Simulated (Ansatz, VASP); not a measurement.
One calculation of Y, two programs

File INCAR:

```
SYSTEM = Y
PREC = Accurate
ENCUT = 600
EDIFF = 1E-6
ISMEAR = 0
SIGMA = 0.1
LREAL = .False.
LASPH = .True.
NELM = 100
ALGO = Fast
ISIF = 3
LWAVE = .False.
LCHARG = .False.
GGA = PE
IVDW = 12
IBRION = 2
NSW = 70
EDIFFG = -0.005
```

File KPOINTS:

```
regular mesh
0
Gamma
  15 15 8
  0 0 0
```

Contents of POSCAR:

```
Y
1.0
    3.6571046552      0.0000000000      0.0000000000
   -1.8285523276      3.1671455357      0.0000000000
    0.0000000000      0.0000000000      5.6740659744
Y
2
Direct
    0.3333333333      0.6666666667      0.2500000000
    0.6666666667      0.3333333333      0.7500000000
```

Input for Ansatz:

```yaml
crystal:
  lattice:
    - [3.6571046533, 0.0, 0.0]
    - [-1.8285523267, 3.1671455341, 0.0]
    - [0.0, 0.0, 5.6740659736]
  atoms:
    - { symbol: "Y", position: [0.3333333333, 0.6666666667, 0.25] }
    - { symbol: "Y", position: [0.6666666667, 0.3333333333, 0.75] }
basis:
  ecutwfc: 420
kpoints:
  mp_grid: { grid: [15, 15, 8] }
hamiltonian:
  xc: pbe
  dispersion: d3bj
scf:
  occupations: { method: gaussian, width: 0.1 }
output:
  forces: true
  stress: true
  eigenvalues: true
relax:
  adjacent_minimum: "off"
  f_tol: 0.005
  max_steps: 50
  cell: { stress_tol: 0.05 }
```

Alike in both runs: task relaxation of cell and atoms; functional PBE; dispersion D3(BJ); k mesh 15 × 15 × 8; occupations gaussian, width 0.1 eV; no spin polarisation.

|  | VASP | Ansatz |
| --- | --- | --- |
| version | VASP 6.6.1 | Ansatz 0.2.0 |
| potentials or method | VASP PAW PBE potentials, release 64 (Y_sv), cutoff 600 eV | scalar-relativistic, plane waves, PAW |
| valence electrons in the cell | 22 | 22 |

|  | VASP | Ansatz | Ansatz less VASP |
| --- | --- | --- | --- |
| gap on the k mesh at the Fermi level, each at its own relaxed structure (eV) | none | none | - |
| relaxed volume (Å³/atom) | 31.42 | 31.50 | +0.079 |
| relaxed length of the cell vector where the two differ most in proportion (Å) | 3.603 | 3.606 | +0.0031 |

A gap of «none» marks a metal or a gap that the smearing closes.
